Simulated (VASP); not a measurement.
Here is a VASP 6.6.1 calculation.

INCAR

```
SYSTEM = Sn2HO2
PREC = Accurate
ENCUT = 520
EDIFF = 1E-6
ISMEAR = 0
SIGMA = 0.05
LREAL = .False.
LASPH = .True.
NELM = 150
ALGO = Normal
ISIF = 2
LWAVE = .False.
LCHARG = .True.
ISPIN = 2
MAGMOM = 0 0 0 0 1
LORBIT = 11
LDIPOL = .True.
IDIPOL = 3
DIPOL = 0.5 0.5 0.307
GGA = PE
IVDW = 12
LELF = .True.
LVHAR = .True.
LVACPOTAV = .True.
NBANDS = 32
```

File KPOINTS:

```
regular mesh
0
Gamma
  7 7 1
  0 0 0
```

POSCAR

```
Sn2HO2
1.0
    3.8201629938      0.0000000000      0.0000000000
    0.0000000000      3.8201629938      0.0000000000
    0.0000000000      0.0000000000     19.4630415395
Sn O H
2 2 1
Direct
    0.7500000000      0.2500000000      0.2055177240
    0.2500000000      0.7500000000      0.3269294538
    0.2500000000      0.2500000000      0.2662235889
    0.7500000000      0.7500000000      0.2662235889
    0.6250000000      1.2500000000      0.4707918606
```

Potentials or basis: VASP PAW PBE potentials, release 64 (Sn_d, O, H).

The run is started by

```sh
$ cat potpaw_PBE.64/Sn_d/POTCAR potpaw_PBE.64/O/POTCAR potpaw_PBE.64/H/POTCAR > POTCAR
$ mpirun -np 1 vasp_std > vasp.out
```

Predict the site moments.

Sn +0.00, +0.02; O +0.01; H +0.37 μB.

What does it give for the net moment?

1.00 μB per cell.

Predict the largest force.

0.159 eV/Å.

Forces in eV/Å, atoms in the order of the input:
```
Sn   0.000  0.000 -0.081
Sn   0.007  0.000  0.159
O    0.000  0.000 -0.004
O   -0.005  0.000 -0.003
H   -0.001  0.000 -0.071
```
